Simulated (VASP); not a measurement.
# Ir (Fd-3m) in VASP: further runs

The runs below take Ir through single point, with PBEsol.

Everything below comes from runs of VASP 6.6.1. Logs are shortened: lines on timing, memory, paths and dates and some standing lists are left out, and cuts for length are marked.

### Step 1. The cell of the first run

Symmetry: Fd-3m, No. 227, cubic system. The conventional cell has a = 4.512 Å, b = 4.512 Å, c = 4.512 Å, α = 90.00°, β = 90.00°, γ = 90.00°. Ir (site symmetry -43m) has 4 Ir at 1.95 Å within 2.6 Å.

This isn't the form of Ir at room conditions, which is fcc.

### Step 2. Single point, PBEsol (11.48 Å³/atom)

Input file INCAR:

```
SYSTEM = Ir
PREC = Accurate
ENCUT = 560
EDIFF = 1E-6
ISMEAR = -1
SIGMA = 0.05
LREAL = .False.
LASPH = .True.
NELM = 120
ALGO = Normal
ISIF = 2
LWAVE = .False.
LCHARG = .True.
GGA = PS
LELF = .True.
LVHAR = .True.
NBANDS = 24
GGA_COMPAT = .False.
```

Input file KPOINTS:

```
Automatic mesh
0
Gamma
  13 13 13
  0 0 0
```

Input file POSCAR:

```
Ir
1.0
    0.0000000000      2.2557774008      2.2557774008
    2.2557774008      0.0000000000      2.2557774008
    2.2557774008      2.2557774008      0.0000000000
Ir
2
Direct
   -0.1250000000     -0.1250000000     -0.1250000000
    0.1250000000      0.1250000000      0.1250000000
```

Potentials or basis: VASP PAW PBE potentials, release 64 (Ir_sv_GW).

Launch:

```
cat potpaw_PBE.64/Ir_sv_GW/POTCAR > POTCAR
mpirun -np 1 vasp_std > vasp.out
```

OUTCAR:

```text
SYSTEM = Ir
   PREC = Accurate
   ENCUT = 560
   EDIFF = 1E-6
   ISMEAR = -1
   LREAL = .False.
   LASPH = .True.
   NELM = 120
   ISIF = 2
   GGA = PS

 ion  position               nearest neighbor table
   1  0.875  0.875  0.875-   2 1.95   2 1.95   2 1.95   2 1.95
   2  0.125  0.125  0.125-   1 1.95   1 1.95   1 1.95   1 1.95

  LATTYP: Found a face centered cubic cell.
 ALAT       =     4.5115548016

  Lattice vectors:

 A1 = (   0.0000000000,   2.2557774008,   2.2557774008)
 A2 = (   2.2557774008,   0.0000000000,   2.2557774008)
 A3 = (   2.2557774008,   2.2557774008,   0.0000000000)

Analysis of symmetry for initial positions (statically):
=====================================================================
 Subroutine PRICEL returns:
 Original cell was already a primitive cell.

 Routine SETGRP: Setting up the symmetry group for a
 face centered cubic supercell.

 Subroutine GETGRP returns: Found 48 space group operations
 (whereof 12 operations were pure point group operations)
 out of a pool of 48 trial point group operations.

The static configuration has the point symmetry D_3d.
 The point group associated with its full space group is O_h .

Analysis of symmetry for dynamics (positions and initial velocities):
=====================================================================
 Subroutine PRICEL returns:
 Original cell was already a primitive cell.

 Routine SETGRP: Setting up the symmetry group for a
 face centered cubic supercell.

 Subroutine GETGRP returns: Found 48 space group operations
 (whereof 12 operations were pure point group operations)
 out of a pool of 48 trial point group operations.

The dynamic configuration has the point symmetry D_3d.
 The point group associated with its full space group is O_h .

 Subroutine INISYM returns: Found 48 space group operations
 (whereof 12 operations are pure point group operations),
 and found     1 'primitive' translations

----------------------------------------------------------------------------------------

                                     Primitive cell

  volume of cell :      22.9572

  direct lattice vectors                    reciprocal lattice vectors
     0.000000000  2.255777401  2.255777401    -0.221653076  0.221653076  0.221653076
     2.255777401  0.000000000  2.255777401     0.221653076 -0.221653076  0.221653076
     2.255777401  2.255777401  0.000000000     0.221653076  0.221653076 -0.221653076
[... 73 lines left out ...]
   NGXF,Y,Z  is equivalent  to a cutoff of  29.18, 29.18, 29.18 a.u.
 SYSTEM =  Ir
   PREC   = accura    normal or accurate (medium, high low for compatibility)
   ISTART =      0    job   : 0-new  1-cont  2-samecut
   ICHARG =      2    charge: 1-file 2-atom 10-const
   ISPIN  =      1    spin polarized calculation?
   LNONCOLLINEAR =      F non collinear calculations
   LSORBIT =      F    spin-orbit coupling
   LASPH  =      T    aspherical Exc in radial PAW
   ENCUT  =  560.0 eV  41.16 Ry    6.42 a.u.   6.16  6.16  6.16*2*pi/ulx,y,z
   NELM   =    120;   NELMIN=  2; NELMDL= -5     # of ELM steps
   EDIFF  = 0.1E-05   stopping-criterion for ELM
   LREAL  =      F    real-space projection
[... 7 lines left out ...]
   TEBEG  =    0.0;   TEEND  =   0.0 temperature during run
   PSTRESS=    0.0 pullay stress
   NELECT =      34.0000    total number of electrons
   NUPDOWN=      -1.0000    fix difference up-down
   EMIN   =  10.00;   EMAX   =-10.00  energy-range for DOS
   EFERMI =   0.00;   METHOD = LEGACY
   ISMEAR =    -1;   SIGMA  =   0.05  broadening in eV -4-tet -1-fermi 0-gaus
   EFERMI_NEDOS =   21; number of points for ismear=-14 and -15
   IALGO  =     38    algorithm
   IMIX   =      4    mixing-type and parameters
     AMIX     =   0.40;   BMIX     =  1.00
     AMIX_MAG =   1.60;   BMIX_MAG =  1.00
  volume/ion in A,a.u.               =      11.48        77.46
  Fermi-wavevector in a.u.,A,eV,Ry     =   1.866071  3.526363 47.378507  3.482222
  Thomas-Fermi vector in A             =   2.912849
   LORBIT       =      0    0 simple, 1 ext, 2 COOP (PROOUT), +10 PAW based schemes
   GGA     = PS    functional components
   LHFCALC =     F    Hartree Fock is set to
   AEXX    =    0.0000 exact exchange contribution
   IVDW    =     0    specifies the selected vdW correction
   LEPSILON=     F    determine dielectric tensor
   LRPA    =     F    only Hartree local field effects (RPA)
 non-spin polarized calculation
  energy-cutoff  :      560.00
  volume of cell :       22.96
 maximum number of plane-waves:       702
 NGX is ok and might be reduce to    28
   NGX = 13   NGY = 13   NGZ = 13

 number of electron      34.0000000 magnetization

 Free energy of the ion-electron system (eV)
  ---------------------------------------------------
  ext. energy  EPLUGINS =         0.00000000
  ---------------------------------------------------
  free energy    TOTEN  =        -1.53384773 eV

  energy without entropy =       -1.52817890  energy(sigma->0) =       -1.53101332

 E-fermi :  17.9514     XC(G=0): -15.6248

 val. band max:       17.9056652106   @ k =  -0.3077   0.3077   0.0000
 cond. band min:      17.9719126529   @ k =   0.4615   0.2308   0.0769
 fundamental gap:      0.0662474423
 Fermi energy:        17.9514190734

 k-point     1 :       0.0000    0.0000    0.0000
  band No.  band energies     occupation
      1     -78.2480      2.00000
      2     -76.1252      2.00000
      3     -36.3464      2.00000
      4     -36.3464      2.00000
      5     -36.3464      2.00000
      6     -32.8040      2.00000
[... 637 lines left out ...]
     23      31.2155      0.00000
     24      34.1613      0.00000

 [... further k-points ...]

------------------------ aborting loop because EDIFF is reached ----------------------------------------

  FORCE on cell =-STRESS in cart. coord.  units (eV):
  Direction    XX          YY          ZZ          XY          YZ          ZX
  --------------------------------------------------------------------------------------
  -------------------------------------------------------------------------------------
  Total       71.1869476     71.1869476     71.1869476      0.0000000     -0.0000000      0.0000000
  in kB     4968.1217894   4968.1217894   4968.1217894      0.0000000     -0.0000000      0.0000000
  external PRESSURE =    4968.1217894 kB  Pullay stress =       0.0000000 kB

 VOLUME and BASIS-vectors are now :
 -----------------------------------------------------------------------------
  energy-cutoff  :      560.00
  volume of cell :       22.96
      direct lattice vectors                 reciprocal lattice vectors
     0.000000000  2.255777401  2.255777401    -0.221653076  0.221653076  0.221653076
     2.255777401  0.000000000  2.255777401     0.221653076 -0.221653076  0.221653076
     2.255777401  2.255777401  0.000000000     0.221653076  0.221653076 -0.221653076

 POSITION                                       TOTAL-FORCE (eV/Angst)
 -----------------------------------------------------------------------------------
      3.94761      3.94761      3.94761        -0.000000     -0.000000      0.000000
      0.56394      0.56394      0.56394         0.000000      0.000000     -0.000000
 -----------------------------------------------------------------------------------
    total drift:                                0.000000     -0.000000     -0.000000

  FREE ENERGIE OF THE ION-ELECTRON SYSTEM (eV)
  ---------------------------------------------------
  free  energy   TOTEN  =        -1.5338477350 eV

  energy  without entropy=       -1.5281788952  energy(sigma->0) =       -1.53101332
```

Wall time 33 s (1 thread of Intel Xeon Platinum 8559C (Emerald Rapids), shared host); peak memory 0.19 GiB.

Results:

```yaml
Free_energy: -1.5338 eV
Pressure: 496.8 GPa
Band_gap_on_the_k_mesh: zero (bands 17 and 18 overlap by 3.42 eV)
```

Levels at points of the mesh, in eV from the Fermi level:
| k point | band 14 | band 15 | band 16 | band 17 | band 18 | band 19 | band 20 | band 21 |
| --- | --- | --- | --- | --- | --- | --- | --- | --- |
| (0.00, 0.00, 0.00) | -8.53 | -2.91 | -2.91 | -2.91 | 3.24 | 3.24 | 11.29 | 12.66 |

Caveat: atoms lie so close that the PAW spheres overlap strongly, which falsifies energies and pressures; the cell stands under pressure; the PAW data sets were made with another functional, which shifts forces and pressure a little; spin-orbit coupling is left out, which moves the levels of the heavy elements.

### Step 3. Single point, PBEsol (9.39 Å³/atom)

This run uses another cell than the first one, of 9.39 Å³/atom.

Input file INCAR:

```
PREC = Accurate
ENCUT = 560
EDIFF = 1E-6
ISMEAR = -1
SIGMA = 0.05
LREAL = False
LASPH = True
NELM = 120
ALGO = Normal
ISIF = 2
LWAVE = False
LCHARG = True
GGA = PS
LELF = True
LVHAR = True
NBANDS = 24
GGA_COMPAT = False
```

Input file KPOINTS:

```
regular mesh
0
Gamma
  13 13 13
```

Input file POSCAR:

```
Ir
1.0
    0.0000000000      2.1098237793      2.1098237793
    2.1098237793      0.0000000000      2.1098237793
    2.1098237793      2.1098237793      0.0000000000
Ir
2
Direct
   -0.1250000000     -0.1250000000     -0.1250000000
    0.1250000000      0.1250000000      0.1250000000
```

Potentials or basis: VASP PAW PBE potentials, release 64 (Ir_sv_GW).

Launch:

```
cat potpaw_PBE.64/Ir_sv_GW/POTCAR > POTCAR
mpirun -np 1 vasp_std > vasp.out
```

Run time: 50 s. Hardware: 1 thread of Intel Xeon Platinum 8259CL at 2.50GHz (Skylake/Cascade Lake), shared host; peak memory 0.17 GiB.

The run converged, but its numbers aren't listed here, since they failed a check.

Caveat: atoms lie so close that the PAW spheres overlap strongly, which falsifies energies and pressures; the cell stands under pressure; the PAW data sets were made with another functional, which shifts forces and pressure a little; spin-orbit coupling is left out, which moves the levels of the heavy elements.

### Step 4. Single point, PBEsol

This run uses another cell than the first one, of 15.65 Å³/atom.

Input file INCAR:

```
  PREC = Accurate
  ENCUT = 560
  EDIFF = 1E-6
  ISMEAR = -1
  SIGMA = 0.025
  LREAL = False
  LASPH = True
  NELM = 120
  ALGO = Normal
  ISIF = 2
  LWAVE = False
  LCHARG = False
  GGA = PS
  NBANDS = 24
  GGA_COMPAT = False
```

KPOINTS is that of step 3.

Input file POSCAR:

```
Ir
1.0
    0.0000000000      2.5014726914      2.5014726914
    2.5014726914      0.0000000000      2.5014726914
    2.5014726914      2.5014726914      0.0000000000
Ir
2
Direct
   -0.1250000000     -0.1250000000     -0.1250000000
    0.1250000000      0.1250000000      0.1250000000
```

Launch:

```
cat potpaw_PBE.64/Ir_sv_GW/POTCAR > POTCAR
mpirun -np 1 vasp_std > vasp.out
```

Run time: 30 s. Hardware: 1 thread of Intel Xeon 6975P-C (Granite Rapids), shared host; peak memory 0.2 GiB.

It converged, with:

```
Free energy            : -15.4574 eV
Pressure               : 116.9 GPa
Band gap on the k mesh : zero (bands 17 and 18 overlap by 2.54 eV)
```

Levels at points of the mesh, in eV from the Fermi level:
```tsv
k point	band 13	band 14	band 15	band 16	band 17	band 18	band 19	band 20	band 21	band 22
(0.00, 0.00, 0.00)	-6.52	-6.52	-2.45	-2.45	-2.45	1.71	1.71	11.48	12.13	12.73
```

Caveat: the cell stands under pressure; the PAW data sets were made with another functional, which shifts forces and pressure a little; spin-orbit coupling is left out, which moves the levels of the heavy elements.

The gap in the log of VASP goes by the Fermi energy; the results here count the filled bands.